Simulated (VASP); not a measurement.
A run of VASP 6.6.1:

Contents of INCAR:

```
PREC     = Accurate       # precision mode
ENCUT    = 600            # plane-wave cutoff, eV
EDIFF    = 1E-7           # SCF threshold, eV
ISMEAR   = -1             # smearing method
SIGMA    = 0.05           # smearing width, eV
LREAL    = False          # projectors in reciprocal space
LASPH    = True           # aspherical terms in the spheres
NELM     = 80             # most SCF steps
ALGO     = Normal         # electronic algorithm
ISIF     = 3              # what is computed and relaxed
LWAVE    = False          # write WAVECAR
LCHARG   = False          # write CHGCAR
GGA      = CA             # functional
IBRION   = 2              # ionic algorithm
NSW      = 60             # ionic steps
EDIFFG   = -0.01          # ionic threshold
```

Contents of KPOINTS:

```
Automatic mesh
0
Gamma
  10 10 1
```

POSCAR

```
MoS2
1.0
    3.1840155185      0.0000000000      0.0000000000
   -1.5920077592      2.7574383250      0.0000000000
    0.0000000000      0.0000000000     28.3873198000
Mo S
3 6
Direct
    0.3333333333      0.6666666667      0.2281647700
    0.3333333333      0.6666666667      0.7718352300
    0.6666666667      0.3333333333      0.0000000000
    0.6666666667      0.3333333333      0.1734930900
    0.6666666667      0.3333333333      0.7171875100
    0.3333333333      0.6666666667      0.9453341200
    0.6666666667      0.3333333333      0.2828124900
    0.6666666667      0.3333333333      0.8265069100
    0.3333333333      0.6666666667      0.0546658800
```

Potentials or basis: VASP PAW LDA potentials, release 64 (Mo_sv, S).

The run is started by

```bash
$ cat potpaw_LDA.64/Mo_sv/POTCAR potpaw_LDA.64/S/POTCAR > POTCAR
$ mpirun -np 1 vasp_std > vasp.out
```

Hardware: 1 thread of Intel(R) Xeon(R) 6975P-C (Granite Rapids), on a shared host.

Question: Estimate the wall time of this run.

Answer: Run time: 53 min on 1 thread of Intel(R) Xeon(R) 6975P-C (Granite Rapids), on a shared host, peak memory 0.48 GiB. Counts: scf iterations 335, k points 14, ion steps 19.
